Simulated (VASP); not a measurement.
# SiC (P1) in VASP: a series of runs

The runs below take SiC through single point, with PBE.

Program: VASP 6.6.1. These are calculated values, not measurements. Logs are shortened: lines on timing, memory, paths and dates and some standing lists are left out, and cuts for length are marked.

### Step 1. The cell of the first run

The typed cell holds 4 atoms: a = 2.979 Å, b = 3.008 Å, c = 4.761 Å, α = 83.72°, β = 93.24°, γ = 117.82°.

### Step 2. Single point, PBE (atoms moved at random and the cell strained at random)

INCAR reads:

```
SYSTEM = SiC
PREC = Accurate
ENCUT = 600
EDIFF = 1E-6
ISMEAR = 0
SIGMA = 0.05
LREAL = .FALSE.
LASPH = .TRUE.
NELM = 120
ALGO = Normal
ISIF = 2
LWAVE = .FALSE.
LCHARG = .TRUE.
GGA = PE
LELF = .TRUE.
LVHAR = .TRUE.
NBANDS = 16
GGA_COMPAT = .FALSE.
```

KPOINTS reads:

```
regular mesh
0
G
  12 12 6
  0 0 0
```

POSCAR reads:

```
SiC
1.0
    2.9773840594      0.0508384759     -0.0843270187
   -1.4446646181      2.6332003183      0.1617796493
   -0.1383885041      0.2266691521      4.7537746113
Si C
2 2
Direct
    0.3378770290      0.6986047982      0.0023651030
    0.6507248023      0.3089885560      0.4941769351
    0.3419972308      0.6818304806      0.3942476987
    0.6694009379      0.3105761651      0.8792102632
```

Potentials or basis: VASP PAW PBE potentials, release 64 (Si, C).

On the command line:

```sh
$ cat potpaw_PBE.64/Si/POTCAR potpaw_PBE.64/C/POTCAR > POTCAR
$ mpirun -np 1 vasp_std > vasp.out
```

OUTCAR:

```text
SYSTEM = SiC
   PREC = Accurate
   ENCUT = 600
   EDIFF = 1E-6
   ISMEAR = 0
   LREAL = .FALSE.
   LASPH = .TRUE.
   NELM = 120
   ISIF = 2
   GGA = PE

 ion  position               nearest neighbor table
   1  0.338  0.699  0.002-   4 1.69   3 1.86   4 1.88   4 1.99   2 2.79   2 2.81   2 2.96   2 2.97
                             2 3.04
   2  0.651  0.309  0.494-   3 1.77   3 1.78   4 1.83   3 1.89   1 2.79   1 2.81   1 2.96   1 2.97
                             1 3.04
   3  0.342  0.682  0.394-   2 1.77   2 1.78   1 1.86   2 1.89
   4  0.669  0.311  0.879-   1 1.69   2 1.83   1 1.88   1 1.99

  LATTYP: Found a triclinic cell.
 ALAT       =     5.5406908044
 B/A-ratio  =     0.8593129170
 C/A-ratio  =     0.9519619727
 COS(alpha) =     0.0014698937
 COS(beta)  =     0.4889599411
 COS(gamma) =     0.8303340433

  Lattice vectors:

 A1 = (  -1.6711079454,  -2.4573696421,   4.6763219807)
 A2 = (  -0.1383885041,   0.2266691521,   4.7537746113)
 A3 = (  -4.5101035007,  -2.7348772701,   0.0068743881)

Analysis of symmetry for initial positions (statically):
=====================================================================
 Subroutine PRICEL returns:
 Original cell was already a primitive cell.

 Routine SETGRP: Setting up the symmetry group for a
 triclinic supercell.

 Subroutine GETGRP returns: Found  1 space group operations
 (whereof  1 operations were pure point group operations)
 out of a pool of  2 trial point group operations.

The static configuration has the point symmetry C_1 .

Analysis of symmetry for dynamics (positions and initial velocities):
=====================================================================
 Subroutine PRICEL returns:
 Original cell was already a primitive cell.

 Routine SETGRP: Setting up the symmetry group for a
 triclinic supercell.

 Subroutine GETGRP returns: Found  1 space group operations
 (whereof  1 operations were pure point group operations)
 out of a pool of  2 trial point group operations.

The dynamic configuration has the point symmetry C_1 .

 Subroutine INISYM returns: Found  1 space group operations
 (whereof  1 operations are pure point group operations),
 and found     1 'primitive' translations

----------------------------------------------------------------------------------------

                                     Primitive cell

  volume of cell :      37.5055

  direct lattice vectors                    reciprocal lattice vectors
     2.977384059  0.050838476 -0.084327019     0.332776825  0.182512339  0.000985021
    -1.444664618  2.633200318  0.161779649    -0.006953348  0.377068230 -0.018181762
    -0.138388504  0.226669152  4.753774611     0.006139750 -0.009594743  0.210995385

  length of vectors
     2.979011822  3.007818550  4.761187177     0.379542013  0.377570358  0.211302646

  position of ions in fractional coordinates (direct lattice)
     0.337877029  0.698604798  0.002365103
     0.650724802  0.308988556  0.494176935
     0.341997231  0.681830481  0.394247699
     0.669400938  0.310576165  0.879210263

  ion indices of the primitive-cell ions
   primitive index   ion index
                 1           1
                 2           2
                 3           3
                 4           4

----------------------------------------------------------------------------------------

 KPOINTS: regular mesh

Automatic generation of k-mesh.
 Grid dimensions read from file:
 generate k-points for:   12   12    6

 Generating k-lattice:

  Cartesian coordinates                     Fractional coordinates (reciprocal lattice)
     0.027731402  0.015209362  0.000082085     0.083333333 -0.000000000 -0.000000000
    -0.000579446  0.031422352 -0.001515147    -0.000000000  0.083333333  0.000000000
     0.001023292 -0.001599124  0.035165897    -0.000000000 -0.000000000  0.166666667

  Length of vectors
     0.031628501  0.031464197  0.035217108

  Shift w.r.t. Gamma in fractional coordinates (k-lattice)
     0.000000000  0.000000000  0.000000000

 Subroutine IBZKPT returns following result:
 ===========================================

 Found    436 irreducible k-points:

 Following reciprocal coordinates:
            Coordinates               Weight
  0.000000  0.000000  0.000000      1.000000
  0.083333 -0.000000 -0.000000      2.000000
  0.166667 -0.000000 -0.000000      2.000000
  0.250000 -0.000000  0.000000      2.000000
  0.333333 -0.000000 -0.000000      2.000000
  0.416667 -0.000000 -0.000000      2.000000
[... 16 lines left out ...]
  0.250000  0.166667  0.000000      2.000000
  0.333333  0.166667  0.000000      2.000000
 [... further k-points ...]
   k-points           NKPTS =    436   k-points in BZ     NKDIM =    436   number of bands    NBANDS=     16
   number of dos      NEDOS =    301   number of ions     NIONS =      4
   total plane-waves  NPLWV =  23040
   dimension x,y,z NGX =    24 NGY =   24 NGZ =   40
   dimension x,y,z NGXF=    48 NGYF=   48 NGZF=   80
   ions per type =               2   2
   NGX,Y,Z   is equivalent  to a cutoff of  13.39, 13.27, 13.97 a.u.
   NGXF,Y,Z  is equivalent  to a cutoff of  26.79, 26.53, 27.93 a.u.
 SYSTEM =  SiC
   PREC   = accura    normal or accurate (medium, high low for compatibility)
   ISTART =      0    job   : 0-new  1-cont  2-samecut
   ICHARG =      2    charge: 1-file 2-atom 10-const
   ISPIN  =      1    spin polarized calculation?
   LNONCOLLINEAR =      F non collinear calculations
   LSORBIT =      F    spin-orbit coupling
   LASPH  =      T    aspherical Exc in radial PAW
   ENCUT  =  600.0 eV  44.10 Ry    6.64 a.u.   5.95  6.01  9.51*2*pi/ulx,y,z
   NELM   =    120;   NELMIN=  2; NELMDL= -5     # of ELM steps
   EDIFF  = 0.1E-05   stopping-criterion for ELM
   LREAL  =      F    real-space projection
   EDIFFG = 0.1E-04   stopping-criterion for IOM
   NSW    =      0    number of steps for IOM
   IBRION =     -1    ionic relax: 0-MD 1-quasi-New 2-CG
   NFREE  =      0    steps in history (QN), initial steepest desc. (CG)
   ISIF   =      2    stress and relaxation
   ISYM   =      2    0-nonsym 1-usesym 2-fastsym
   POTIM  = 0.5000    time-step for ionic-motion
   TEBEG  =    0.0;   TEEND  =   0.0 temperature during run
   PSTRESS=    0.0 pullay stress
   NELECT =      16.0000    total number of electrons
   NUPDOWN=      -1.0000    fix difference up-down
   EMIN   =  10.00;   EMAX   =-10.00  energy-range for DOS
   EFERMI =   0.00;   METHOD = LEGACY
   ISMEAR =     0;   SIGMA  =   0.05  broadening in eV -4-tet -1-fermi 0-gaus
   EFERMI_NEDOS =   21; number of points for ismear=-14 and -15
   IALGO  =     38    algorithm
   IMIX   =      4    mixing-type and parameters
     AMIX     =   0.40;   BMIX     =  1.00
     AMIX_MAG =   1.60;   BMIX_MAG =  1.00
  volume/ion in A,a.u.               =       9.38        63.27
  Fermi-wavevector in a.u.,A,eV,Ry     =   1.232394  2.328888 20.664475  1.518796
  Thomas-Fermi vector in A             =   2.367166
   LORBIT       =      0    0 simple, 1 ext, 2 COOP (PROOUT), +10 PAW based schemes
   GGA     = PE    functional components
   LHFCALC =     F    Hartree Fock is set to
   AEXX    =    0.0000 exact exchange contribution
   IVDW    =     0    specifies the selected vdW correction
   LEPSILON=     F    determine dielectric tensor
   LRPA    =     F    only Hartree local field effects (RPA)
 non-spin polarized calculation
 Gauss-broadening in eV      SIGMA  =   0.05
  energy-cutoff  :      600.00
  volume of cell :       37.51
 maximum number of plane-waves:      1269
   NGX = 11   NGY = 13   NGZ = 19

 number of electron      16.0000000 magnetization

 Free energy of the ion-electron system (eV)
  ---------------------------------------------------
  ext. energy  EPLUGINS =         0.00000000
  ---------------------------------------------------
  free energy    TOTEN  =       -28.86210834 eV

  energy without entropy =      -28.86210834  energy(sigma->0) =      -28.86210834

 E-fermi :  10.3515     XC(G=0): -11.7899

 val. band max:       10.1071707842   @ k =   0.0000   0.0000   0.0000
 cond. band min:      11.2422495669   @ k =   0.5000   0.5000   0.0000
 fundamental gap:      1.1350787827
 Fermi energy:        10.3515186774

 k-point     1 :       0.0000    0.0000    0.0000
  band No.  band energies     occupation
      1      -6.9882      2.00000
      2      -2.6682      2.00000
      3       0.3942      2.00000
      4       7.0055      2.00000
      5       8.0497      2.00000
      6       8.6410      2.00000
[... 8 lines left out ...]
     15      19.0499      0.00000
     16      20.5056      0.00000

 k-point     2 :       0.0833   -0.0000   -0.0000
  band No.  band energies     occupation
      1      -6.8652      2.00000
      2      -2.5671      2.00000
      3       0.5110      2.00000
      4       6.6099      2.00000
      5       7.5755      2.00000
      6       8.4021      2.00000
[... 8 lines left out ...]
     15      19.4871      0.00000
     16      19.9837      0.00000

 k-point     3 :       0.1667   -0.0000   -0.0000
  band No.  band energies     occupation
      1      -6.4996      2.00000
      2      -2.2744      2.00000
      3       0.8539      2.00000
      4       5.3288      2.00000
      5       6.8665      2.00000
      6       7.6833      2.00000
[... 8 lines left out ...]
     15      19.4781      0.00000
     16      20.3444      0.00000

 k-point     4 :       0.2500   -0.0000    0.0000
  band No.  band energies     occupation
      1      -5.9040      2.00000
      2      -1.8341      2.00000
      3       1.3869      2.00000
      4       3.6993      2.00000
      5       6.1421      2.00000
      6       6.6843      2.00000
[... 8 lines left out ...]
     15      20.2453      0.00000
     16      21.1295      0.00000

 k-point     5 :       0.3333   -0.0000   -0.0000
  band No.  band energies     occupation
      1      -5.1101      2.00000
      2      -1.3936      2.00000
      3       1.7503      2.00000
      4       2.5912      2.00000
      5       5.0134      2.00000
      6       6.0843      2.00000
[... 8 lines left out ...]
     15      20.5109      0.00000
     16      22.0331      0.00000

 k-point     6 :       0.4167   -0.0000   -0.0000
  band No.  band energies     occupation
      1      -4.2172      2.00000
      2      -1.3881      2.00000
      3       1.2760      2.00000
      4       3.1105      2.00000
      5       3.8899      2.00000
      6       5.7850      2.00000
[... 8 lines left out ...]
     15      21.3572      0.00000
     16      22.0328      0.00000
[... 267 lines left out ...]
 k-point    21 :       0.0833    0.1667    0.0000
  band No.  band energies     occupation
      1      -6.1509      2.00000
      2      -2.0476      2.00000
      3       1.1953      2.00000
      4       4.1869      2.00000
      5       5.9933      2.00000
      6       7.0483      2.00000
[... 8 lines left out ...]
     15      19.8297      0.00000
     16      20.4566      0.00000

 k-point    22 :       0.1667    0.1667    0.0000
  band No.  band energies     occupation
      1      -5.5766      2.00000
      2      -1.6587      2.00000
      3       1.6673      2.00000
      4       3.4151      2.00000
      5       4.8207      2.00000
      6       6.2624      2.00000
[... 8 lines left out ...]
     15      20.5452      0.00000
     16      21.1951      0.00000

 k-point    23 :       0.2500    0.1667    0.0000
  band No.  band energies     occupation
      1      -4.8037      2.00000
      2      -1.2939      2.00000
      3       1.9308      2.00000
      4       2.9609      2.00000
      5       3.9462      2.00000
      6       5.3949      2.00000
[... 8 lines left out ...]
     15      21.1196      0.00000
     16      22.3235      0.00000

 k-point    24 :       0.3333    0.1667    0.0000
  band No.  band energies     occupation
      1      -3.9215      2.00000
      2      -1.3125      2.00000
      3       1.6178      2.00000
      4       3.2951      2.00000
      5       3.7429      2.00000
      6       4.5009      2.00000
[... 8 lines left out ...]
     15      21.5227      0.00000
     16      22.7007      0.00000

 [... further k-points ...]
[... 5 lines left out ...]
  --------------------------------------------------------------------------------------
  -------------------------------------------------------------------------------------
  Total        5.1904505      8.0333125      9.5684561     -1.5146316     -5.1753656      2.0579613
  in kB      221.7279093    343.1705139    408.7494418    -64.7026891   -221.0835044     87.9128806
  external PRESSURE =     324.5492883 kB  Pullay stress =       0.0000000 kB

 VOLUME and BASIS-vectors are now :
 -----------------------------------------------------------------------------
  energy-cutoff  :      600.00
  volume of cell :       37.51
      direct lattice vectors                 reciprocal lattice vectors
     2.977384059  0.050838476 -0.084327019     0.332776825  0.182512339  0.000985021
    -1.444664618  2.633200318  0.161779649    -0.006953348  0.377068230 -0.018181762
    -0.138388504  0.226669152  4.753774611     0.006139750 -0.009594743  0.210995385

 POSITION                                       TOTAL-FORCE (eV/Angst)
 -----------------------------------------------------------------------------------
     -0.00359      1.85728      0.09577         0.608873     -4.349142      0.520930
      1.42268      0.95873      2.34432         1.370892      1.453540      1.212630
     -0.02132      1.90215      1.95563        -1.518632     -1.279334     -1.907302
      1.42271      1.05113      4.17336        -0.461133      4.174937      0.173741
 -----------------------------------------------------------------------------------
    total drift:                               -0.000184     -0.000417      0.000299

  FREE ENERGIE OF THE ION-ELECTRON SYSTEM (eV)
  ---------------------------------------------------
  free  energy   TOTEN  =       -28.8621083354 eV

  energy  without entropy=      -28.8621083354  energy(sigma->0) =      -28.86210834
```

Wall time 4.9 min (1 thread of Oxide Virtual Turin-like, shared host); peak memory 0.33 GiB.

What came out:

```
Free energy            : -28.8621 eV
Pressure               : 32.5 GPa
Largest force          : 4.422 eV/Å
Band gap on the k mesh : 1.14 eV (least direct gap 3.33 eV)
```

Forces on the atoms (eV/Å):
```
Si   0.609 -4.349  0.521
Si   1.371  1.454  1.213
C   -1.519 -1.279 -1.907
C   -0.461  4.175  0.174
```

Caveat: the cell differs from its parent crystal (atoms moved at random and the cell strained at random); the stress differs along the axes, from 22 to 41 GPa; forces of over 1 eV/Å act on the atoms, so gaps and moduli don't describe the material at rest.

### Step 3. Single point, PBE (atoms moved at random and the cell strained at random)

INCAR reads:

```
ALGO = Normal ; EDIFF = 1E-6
ENCUT = 600 ; GGA = PE
GGA_COMPAT = F ; ISIF = 2
ISMEAR = 0 ; LASPH = T
LCHARG = F ; LREAL = F
LWAVE = F ; NBANDS = 16
NELM = 120 ; PREC = Accurate
SIGMA = 0.05
```

KPOINTS reads:

```
k-points
0
Gamma
  12 12 6
```

POSCAR reads:

```
SiC
1.0
    3.0748420382      0.0053290505      0.0076241540
   -1.5328059260      2.6782084031      0.0024289635
    0.0125119479      0.0118265925      5.0181640867
Si C
2 2
Direct
    0.3167911207      0.6757665329     -0.0095294461
    0.6997979774      0.3370980413      0.5018160707
    0.3328136406      0.6882453134      0.4274895749
    0.6505972613      0.2988901124      0.8502238005
```

Potentials or basis: VASP PAW PBE potentials, release 64 (Si, C).

On the command line:

```sh
$ cat potpaw_PBE.64/Si/POTCAR potpaw_PBE.64/C/POTCAR > POTCAR
$ mpirun -np 1 vasp_std > vasp.out
```

Run time: 6.4 min. Hardware: 1 thread of Oxide Virtual Turin-like, shared host; peak memory 0.37 GiB.

It converged, with:

```yaml
Free_energy: -28.6583 eV
Pressure: 13.1 GPa
Largest_force: 5.924 eV/Å
Band_gap_on_the_k_mesh: 1.91 eV (least direct gap 3.56 eV)
```

Forces on the atoms (eV/Å):
```
Si   0.781 -1.831  0.818
Si  -3.029  0.412 -0.604
C    2.813 -0.559 -5.183
C   -0.565  1.979  4.969
```

Stress tensor (GPa, compression positive):
```
 6.18  8.14 -2.33
 8.14 15.27 -4.28
-2.33 -4.28 17.94
```

Levels at points of the mesh, in eV from the valence-band top:
```tsv
k point	band 4	band 5	band 6	band 7	band 8	band 9	band 10	band 11	band 12	band 13
(0.00, 0.00, 0.00)	-2.69	-1.50	-0.87	-0.10	-0.06	4.26	5.02	6.00	6.53	7.19
(0.50, 0.00, 0.00)	-6.80	-5.49	-3.83	-3.43	-1.46	2.21	3.83	5.89	7.06	8.10
(0.00, 0.50, 0.00)	-7.13	-5.34	-3.82	-3.65	-1.30	2.26	4.31	6.12	7.05	7.88
(0.50, 0.50, 0.00)	-6.13	-5.79	-4.35	-2.88	-2.01	1.91	3.51	5.68	6.85	7.92
(0.00, 0.00, 0.50)	-3.98	-2.42	-1.40	-1.04	-0.37	4.50	5.65	6.16	6.59	7.00
(0.50, 0.00, 0.50)	-8.38	-3.36	-2.93	-2.27	-1.73	2.41	2.84	4.19	4.78	9.27
(0.00, 0.50, 0.50)	-8.65	-3.33	-2.81	-2.10	-1.65	2.42	2.75	4.03	5.00	9.13
(0.50, 0.50, 0.50)	-7.80	-3.96	-3.24	-2.59	-1.92	2.80	3.07	3.95	4.90	8.93
```

Caveat: the cell differs from its parent crystal (atoms moved at random and the cell strained at random); the stress differs along the axes, from 6 to 18 GPa; forces of over 1 eV/Å act on the atoms, so gaps and moduli don't describe the material at rest. A k mesh can miss the band edges.
